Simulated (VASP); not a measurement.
Runs of VASP 6.6.1 on P. The structure is that of space group Fm-3m (No. 225), or close to it. The cells are those of the table. 

```csv
task,spin,cell,k mesh,cutoff (eV),gap on the mesh (eV),pressure (GPa)
single point,"non-collinear, zero start, SOC","a = 2.746 Å, angles 60.0°, 1 atom",14 × 14 × 14,520,-,0.0
single point,off,"a = 2.852 Å, angles 60.0°, 1 atom",16 × 16 × 16,520,none,(b)
relaxation of cell and atoms,off,"relaxed from a = 2.782 Å, angles 60.0°, 1 atom",14 × 14 × 14,600,none,0.0
single point,off,"a = 2.782 Å, angles 60.0°, 1 atom",16 × 16 × 16,520,none,(a)
single point,off,"a = 2.631 Å, angles 60.0°, 1 atom",16 × 16 × 16,520,none,14.9
single point,off,"a = 2.746 Å, angles 60.0°, 1 atom",23 × 23 × 23,520,none,0.0
single point,off,"a = 2.817 Å, angles 60.0°, 1 atom",16 × 16 × 16,520,none,-5.9
single point,off,"a = 2.709 Å, angles 60.0°, 1 atom",16 × 16 × 16,520,none,4.6
```

Alike in all rows: level r2SCAN; potentials or basis VASP PAW PBE potentials, release 64 (P); smearing fermi-dirac 0.1 eV.

Question: Fill in the values left out.

Answer: (a) -3.0; (b) -8.3.

Caveats: the PAW data sets were made with another functional, which shifts forces and pressure a little.

A gap of «none» marks levels without a gap at the run's occupations.
